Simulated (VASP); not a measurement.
**BaHfO3: single point with HSE06**

The system is BaHfO3.

```
Ba Hf O
1.0
     8.31519    0.00000    0.00000
     0.00000    8.31519    0.00000
     0.00000    0.00000    8.31519
Ba Hf O
8 8 24
Direct
  0.00000 0.00000 0.00000
  0.00000 0.00000 0.50000
  0.00000 0.50000 0.00000
  0.00000 0.50000 0.50000
  0.50000 0.00000 0.00000
  0.50000 0.00000 0.50000
  0.50000 0.50000 0.00000
  0.50000 0.50000 0.50000
  0.25000 0.25000 0.25000
  0.25000 0.25000 0.75000
  0.25000 0.75000 0.25000
  0.25000 0.75000 0.75000
  0.75000 0.25000 0.25000
  0.75000 0.25000 0.75000
  0.75000 0.75000 0.25000
  0.75000 0.75000 0.75000
  0.25000 0.25000 0.00000
  0.25000 0.25000 0.50000
  0.25000 0.75000 0.00000
  0.25000 0.75000 0.50000
  0.75000 0.25000 0.00000
  0.75000 0.25000 0.50000
  0.75000 0.75000 0.00000
  0.75000 0.75000 0.50000
  0.00000 0.25000 0.25000
  0.00000 0.25000 0.75000
  0.00000 0.75000 0.25000
  0.00000 0.75000 0.75000
  0.50000 0.25000 0.25000
  0.50000 0.25000 0.75000
  0.50000 0.75000 0.25000
  0.50000 0.75000 0.75000
  0.25000 0.00000 0.25000
  0.25000 0.00000 0.75000
  0.25000 0.50000 0.25000
  0.25000 0.50000 0.75000
  0.75000 0.00000 0.25000
  0.75000 0.00000 0.75000
  0.75000 0.50000 0.25000
  0.75000 0.50000 0.75000
```

```yaml
Program: VASP 6.6.1
Task: single point
Functional: HSE06
Potentials_or_basis: VASP PAW PBE potentials, release 64 (Ba_sv, Hf_pv, O)
Cutoff: 520 eV
k_mesh: 1 × 1 × 1
Occupations: fermi-dirac, width 0.05 eV
Spin: no spin polarisation
```

* Pressure: 2.6 GPa
* Band gap on the k mesh: 4.95 eV

Levels at points of the mesh, in eV from the valence-band top:
```
           k point  band 150  band 151  band 152  band 153  band 154  band 155
(0.00, 0.00, 0.00)      0.00      0.00      0.00      4.95      4.95      4.95
```

It took 4.3 min on 1 × NVIDIA H100 80GB with 1 thread of AMD EPYC 7R13 Processor (Zen 3) (shared host), peak memory 1.5 GiB.

Caveat: the k points lie up to 0.76 Å⁻¹ apart; the PAW data sets were made with another functional, which shifts forces and pressure a little; spin-orbit coupling is left out, which moves the levels of the heavy elements. A k mesh can miss the band edges.
